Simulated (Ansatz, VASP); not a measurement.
# Two plane-wave programs on SnTe

File POSCAR:

```
SnTe
1.0
    0.0000000000      3.6111460000      3.6111460000
    3.6111460000      0.0000000000      3.6111460000
    3.6111460000      3.6111460000      0.0000000000
Te Sn
1 1
Direct
    0.2500000000      0.2500000000      0.2500000000
    0.0000000000      0.0000000000      0.0000000000
```

File INCAR.step1:

```
PREC = Accurate
ENCUT = 520
ISMEAR = -1
SIGMA = 0.05
LREAL = F
LASPH = T
NELM = 80
NBANDS = 17
GGA = PE
ALGO = Normal
EDIFF = 1E-4
LWAVE = T
LCHARG = F
```

The input INCAR.step2:

```
PREC = Accurate
ENCUT = 520
EDIFF = 1E-7
ISMEAR = -1
SIGMA = 0.05
LREAL = F
LASPH = T
NELM = 80
ALGO = Normal
ISIF = 2
LWAVE = F
LCHARG = F
METAGGA = R2SCAN
LMIXTAU = T
NBANDS = 17
ISTART = 1
```

The input KPOINTS:

```
regular mesh
0
Gamma
  4 4 4
```

File input.yaml:

```yaml
crystal:
  lattice:
    - [0.0, 3.611146, 3.611146]
    - [3.611146, 0.0, 3.611146]
    - [3.611146, 3.611146, 0.0]
  atoms:
    - { symbol: Te, position: [0.25, 0.25, 0.25] }
    - { symbol: Sn, position: [0.0, 0.0, 0.0] }
hamiltonian:
  xc: r2scan
  pseudopotentials: { kind: paw }
kpoints:
  mp_grid: { grid: [4, 4, 4] }
scf:
  occupations: { method: fermi_dirac, width: 0.05 }
  n_extra_bands: 6
output:
  forces: true
  stress: true
  eigenvalues: true
  dos: { projected: true, de: 0.05, nscf_kmesh: { grid: [6, 6, 6] } }
```

Alike in both runs: functional r2SCAN; k mesh 4 × 4 × 4; occupations fermi-dirac, width 0.05 eV; no spin polarisation.

|  | VASP | Ansatz |
| --- | --- | --- |
| version | VASP 6.6.1 | Ansatz 0.2.0 |
| potentials or method | VASP PAW PBE potentials, release 64 (Te, Sn_d) | Ansatz PAW |
| plane-wave cutoff (eV) | 520 | 500 |
| valence electrons in the cell | 20 | 30 |
| task | single point | projected density of states |

|  | VASP | Ansatz | Ansatz less VASP |
| --- | --- | --- | --- |
| pressure (GPa) | -0.8 | -0.8 | +0.02 |

VASP's potentials were made for PBE, not for r2SCAN. VASP's potentials hold 20 valence electrons a cell and Ansatz's 30, so a difference there can come from the potentials and not from the codes.

Neither program's run includes spin-orbit coupling.
